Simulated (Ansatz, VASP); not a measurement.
# Two plane-wave programs on Hg3Os

INCAR

```
SYSTEM = Hg3Os
PREC = Accurate
ENCUT = 600
EDIFF = 1E-7
ISMEAR = 0
SIGMA = 0.1
LREAL = .False.
LASPH = .True.
NELM = 120
ALGO = Normal
ISIF = 3
LWAVE = .False.
LCHARG = .False.
GGA = PE
IBRION = 2
NSW = 100
EDIFFG = -0.01
GGA_COMPAT = .False.
NELMIN = 4
```

Contents of KPOINTS:

```
Automatic mesh
0
Gamma
  10 10 10
  0 0 0
```

File POSCAR:

```
Hg3Os
1.0
    5.2801921466      0.0000000000      0.0000000000
    0.0000000000      5.2801921466      0.0000000000
    0.0000000000      0.0000000000      5.2801921466
Hg Os
3 1
Direct
    0.5000000000      0.0000000000      0.0000000000
    0.0000000000      0.5000000000      0.0000000000
    0.0000000000      0.0000000000      0.5000000000
    0.0000000000      0.0000000000      0.0000000000
```

Input for Ansatz:

```yaml
crystal:
  lattice:
    - [5.2801921466, 0.0, 0.0]
    - [0.0, 5.2801921466, 0.0]
    - [0.0, 0.0, 5.2801921466]
  atoms:
    - { symbol: Hg, position: [0.5, 0.0, 0.0] }
    - { symbol: Hg, position: [0.0, 0.5, 0.0] }
    - { symbol: Hg, position: [0.0, 0.0, 0.5] }
    - { symbol: Os, position: [0.0, 0.0, 0.0] }
basis:
  ecutwfc: 420
kpoints:
  mp_grid: { grid: [10, 10, 10] }
hamiltonian:
  xc: pbe
scf:
  occupations: { method: gaussian, width: 0.1 }
output:
  forces: true
  stress: true
  eigenvalues: true
relax:
  adjacent_minimum: "off"
  f_tol: 0.01
  max_steps: 80
  cell: { stress_tol: 0.05 }
```

Alike in both runs: task relaxation of cell and atoms; functional PBE; k mesh 10 × 10 × 10; occupations gaussian, width 0.1 eV; no spin polarisation.

|  | VASP | Ansatz |
| --- | --- | --- |
| version | VASP 6.6.1 | Ansatz 0.2.0 |
| potentials or method | VASP PAW PBE potentials, release 64 (Hg, Os), cutoff 600 eV | scalar-relativistic, plane waves, PAW |
| valence electrons in the cell | 44 | 76 |

Ansatz gave:

| Quantity | Value |
| --- | --- |
| gap on the k mesh at the Fermi level, each at its own relaxed structure (eV) | none |
| relaxed volume (Å³/atom) | 36.95 |
| relaxed length of the cell vector where the two differ most in proportion (Å) | 5.287 |

Which values does VASP return?

gap on the k mesh at the Fermi level, each at its own relaxed structure (eV): none; relaxed volume (Å³/atom): 37.29; relaxed length of the cell vector where the two differ most in proportion (Å): 5.303.

A gap of «none» marks a metal or a gap that the smearing closes. VASP's potentials hold 44 valence electrons a cell and Ansatz's 76, so a difference there can come from the potentials and not from the codes.

Neither program's run includes spin-orbit coupling.
